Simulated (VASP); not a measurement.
Input of a VASP 6.6.1 run:

INCAR

```
SYSTEM = Rh
PREC = Accurate ; ENCUT = 600
EDIFF = 1E-6 ; ISMEAR = 0
SIGMA = 0.1 ; LREAL = .False.
LASPH = .True. ; NELM = 60
ALGO = Normal ; ISIF = 3
LWAVE = .False. ; LCHARG = .False.
GGA = PE ; IBRION = 2
NSW = 90 ; EDIFFG = -0.04
```

The input KPOINTS:

```
regular mesh
0
Gamma
  6 6 6
  0 0 0
```

The input POSCAR:

```
Rh
1.0
    3.6592353600      0.0000000000      0.0000000000
    0.0000000000      3.6592353600      0.0000000000
    0.0000000000      0.0000000000      3.6592353600
Rh
3
Direct
    0.5000000000      0.0000000000      0.0000000000
    0.0000000000      0.5000000000      0.0000000000
    0.0000000000      0.0000000000      0.5000000000
```

Potentials or basis: VASP PAW PBE potentials, release 64 (Rh_pv).

Command:

```sh
$ cat potpaw_PBE.64/Rh_pv/POTCAR > POTCAR
$ mpirun -np 1 vasp_std > vasp.out
```

**Question.** Predict the space group after relaxing (to 0.1 Å).

**Answer.** Pm-3m (No. 221).

**Question.** Estimate the band gap on the k mesh.

**Answer.** Zero (an odd number of electrons rules out a gap without spin polarisation).

**Question.** Predict the relaxed cell.

**Answer.** a = 3.689 Å, b = 3.689 Å, c = 3.689 Å, α = 90.00°, β = 90.00°, γ = 90.00°.

**Question.** Estimate the relaxed volume.

**Answer.** 16.73 Å³/atom.

Step by step:
| step | energy change (eV) | largest force (eV/Å) | pressure (GPa) | volume (Å³) |
| --- | --- | --- | --- | --- |
| 1 | 0.0000 | 0.0000 | 4.74 | 49.00 |
| 2 | 0.0397 | 0.0000 | -7.51 | 52.50 |
| 3 | -0.0171 | 0.0000 | -0.08 | 50.20 |
